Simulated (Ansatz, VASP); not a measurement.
# Two plane-wave programs on Ru

The input INCAR:

```
SYSTEM = Ru
PREC     = Accurate       ! precision mode
ENCUT    = 520            ! plane-wave cutoff, eV
EDIFF    = 1E-6           ! SCF threshold, eV
ISMEAR   = 1              ! smearing method
SIGMA    = 0.2            ! smearing width, eV
LREAL    = .FALSE.        ! projectors in reciprocal space
LASPH    = .TRUE.         ! aspherical terms in the spheres
NELM     = 80             ! most SCF steps
ALGO     = Fast           ! electronic algorithm
ISIF     = 2              ! what is computed and relaxed
LWAVE    = .FALSE.        ! write WAVECAR
LCHARG   = .FALSE.        ! write CHGCAR
LDIPOL   = .TRUE.       
IDIPOL   = 3            
DIPOL    = 0.5 0.5 0.500
GGA      = PE             ! functional
NBANDS   = 43             ! bands
```

File KPOINTS:

```
regular mesh
0
G
  15 15 1
  0 0 0
```

File POSCAR:

```
Ru
1.0
    2.7200250909      0.0000000000      0.0000000000
   -1.3600125454      2.3556108276      0.0000000000
    0.0000000000      0.0000000000     23.5935389932
Ru
5
Direct
    0.3333333333      0.6666666667      0.3178836376
    0.6666666667      0.3333333333      0.4089418188
    0.3333333333      0.6666666667      0.5000000000
    0.6666666667      0.3333333333      0.5910581812
    0.3333333333      0.6666666667      0.6821163624
```

Input for Ansatz:

```yaml
crystal:
  lattice:
    - [2.7200250909, 0.0, 0.0]
    - [-1.3600125454, 2.3556108276, 0.0]
    - [0.0, 0.0, 23.5935389932]
  atoms:
    - { symbol: Ru, position: [0.3333333333, 0.6666666667, 0.3178836376] }
    - { symbol: Ru, position: [0.6666666667, 0.3333333333, 0.4089418188] }
    - { symbol: Ru, position: [0.3333333333, 0.6666666667, 0.5] }
    - { symbol: Ru, position: [0.6666666667, 0.3333333333, 0.5910581812] }
    - { symbol: Ru, position: [0.3333333333, 0.6666666667, 0.6821163624] }
basis:
  ecutwfc: 420
kpoints:
  mp_grid: { grid: [15, 15, 1] }
hamiltonian:
  xc: pbe
scf:
  occupations: { method: cold, width: 0.2 }
output:
  forces: true
  stress: true
  eigenvalues: true
efield:
  axis: 3
  dipole_correction: true
  ramp_width: 0.04
```

Alike in both runs: task single point; functional PBE; k mesh 15 × 15 × 1; no spin polarisation.

|  | VASP | Ansatz |
| --- | --- | --- |
| version | VASP 6.6.1 | Ansatz 0.2.0 |
| potentials or method | VASP PAW PBE potentials, release 64 (Ru_pv), cutoff 520 eV | scalar-relativistic, plane waves, PAW |
| occupations | methfessel-paxton of order 1, width 0.2 eV | cold, width 0.2 eV |
| valence electrons in the cell | 70 | 80 |

|  | VASP | Ansatz | Ansatz less VASP |
| --- | --- | --- | --- |
| gap on the k mesh at the Fermi level (eV) | none | none | - |
| rms of the force components (eV/Å) | 0.365 | 0.377 | +0.0119 |

Atom by atom the forces differ by 0.012 eV/Å (rms over components). A gap of «none» marks a metal or a gap that the smearing closes. VASP's potentials hold 70 valence electrons a cell and Ansatz's 80, so a difference there can come from the potentials and not from the codes.
